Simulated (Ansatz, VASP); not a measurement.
ZnMo2Se4 in VASP and in Ansatz

The input INCAR:

```
SYSTEM = ZnMo2Se4
PREC = Accurate
ENCUT = 520
EDIFF = 1E-6
ISMEAR = -1
SIGMA = 0.05
LREAL = .FALSE.
LASPH = .TRUE.
NELM = 60
ALGO = Normal
ISIF = 2
LWAVE = .FALSE.
LCHARG = .FALSE.
GGA = PE
NBANDS = 41
```

Contents of KPOINTS:

```
Automatic mesh
0
G
  9 9 2
  0 0 0
```

File POSCAR:

```
ZnMo2Se4
1.0
    3.3353132771      0.0000000000      0.0000000000
   -1.6676566386      2.8884660275      0.0000000000
    0.0000000000      0.0000000000     17.9937886357
Mo Se Zn
2 4 1
Direct
    0.6666666667      0.3333333333      0.2392630000
    0.0000000000      0.0000000000      0.7732790000
    0.0000000000      0.0000000000      0.3332870000
    0.6666666667      0.3333333333      0.6788960000
    0.6666666667      0.3333333333      0.8669470000
    0.0000000000      0.0000000000      0.1453890000
    0.0000000000      0.0000000000      0.5199400000
```

The input input.yaml:

```yaml
crystal:
  lattice:
    - [3.3353132771, 0.0, 0.0]
    - [-1.6676566386, 2.8884660275, 0.0]
    - [0.0, 0.0, 17.9937886357]
  atoms:
    - { symbol: Mo, position: [0.6666666667, 0.3333333333, 0.239263] }
    - { symbol: Mo, position: [0.0, 0.0, 0.773279] }
    - { symbol: Se, position: [0.0, 0.0, 0.333287] }
    - { symbol: Se, position: [0.6666666667, 0.3333333333, 0.678896] }
    - { symbol: Se, position: [0.6666666667, 0.3333333333, 0.866947] }
    - { symbol: Se, position: [0.0, 0.0, 0.145389] }
    - { symbol: Zn, position: [0.0, 0.0, 0.51994] }
hamiltonian:
  xc: pbe
  pseudopotentials: { kind: paw }
kpoints:
  mp_grid: { grid: [9, 9, 2] }
scf:
  occupations: { method: fermi_dirac, width: 0.05 }
output:
  forces: true
  stress: true
  eigenvalues: true
```

Alike in both runs: task single point; functional PBE; k mesh 9 × 9 × 2; occupations fermi-dirac, width 0.05 eV; no spin polarisation.

|  | VASP | Ansatz |
| --- | --- | --- |
| version | VASP 6.6.1 | Ansatz 0.2.0 |
| potentials or method | VASP PAW PBE potentials, release 64 (Mo_sv, Se, Zn) | Ansatz PAW |
| plane-wave cutoff (eV) | 520 | 420 |
| valence electrons in the cell | 64 | 104 |

Ansatz gave:

```
gap on the k mesh at the Fermi level (eV)                     : 0.25
least direct gap on the mesh (eV)                             : 0.25
pressure (GPa)                                                : -2.1
traceless stress, the component that is largest in VASP (GPa) : -0.22
rms of the force components (eV/Å)                            : 0.169
```

Estimate VASP's values.

gap on the k mesh at the Fermi level (eV): 0.24; least direct gap on the mesh (eV): 0.24; pressure (GPa): -2.0; traceless stress, the component that is largest in VASP (GPa): -0.18; rms of the force components (eV/Å): 0.156.

Atom by atom the forces differ by 0.013 eV/Å (rms over components). With one functional, cell and mesh, what is left measures potentials, basis and numerics. VASP's potentials hold 64 valence electrons a cell and Ansatz's 104, so a difference there can come from the potentials and not from the codes.

Noted on Ansatz's run: odd divisions of the mesh miss points on the zone boundary, where band edges often lie, so the gap on the mesh can be too wide.
